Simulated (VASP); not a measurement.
**PbO2: single point with PBEsol**

PbO2:

```
Pb O
1.0
     0.00000    2.63892    2.63892
     2.63892    0.00000    2.63892
     2.63892    2.63892    0.00000
Pb O
1 2
Cartesian
  0.0000 0.0000 0.0000
  3.9584 3.9584 3.9584
  1.3195 1.3195 1.3195
```

```
Program                : VASP 6.6.1
Task                   : single point
Functional             : PBEsol
Potentials or basis    : VASP PAW PBE potentials, release 64 (Pb_d, O)
Cutoff                 : 520 eV
k mesh                 : 9 × 9 × 9
Occupations            : fermi-dirac, width 0.05 eV
Spin                   : no spin polarisation
Dipole correction      : no
Further INCAR settings : ALGO = Normal; EDIFF = 1e-06; NBANDS = 20
```

- Pressure: 5.3 GPa
- Band gap on the k mesh: zero (bands 13 and 14 overlap by 1.32 eV)

Levels at points of the mesh, in eV from the Fermi level:
```tsv
k point	band 9	band 10	band 11	band 12	band 13	band 14	band 15	band 16	band 17	band 18
(0.00, 0.00, 0.00)	-2.11	-2.11	-2.11	-1.37	-1.37	-1.37	7.03	7.03	7.03	11.83
```

Run time: 13 s on 1 thread of Intel(R) Xeon(R) 6975P-C (Granite Rapids), on a shared host, peak memory 0.17 GiB.

Caveat: the cell stands under pressure; the PAW data sets were made with another functional, which shifts forces and pressure a little; spin-orbit coupling is left out, which moves the levels of the heavy elements.
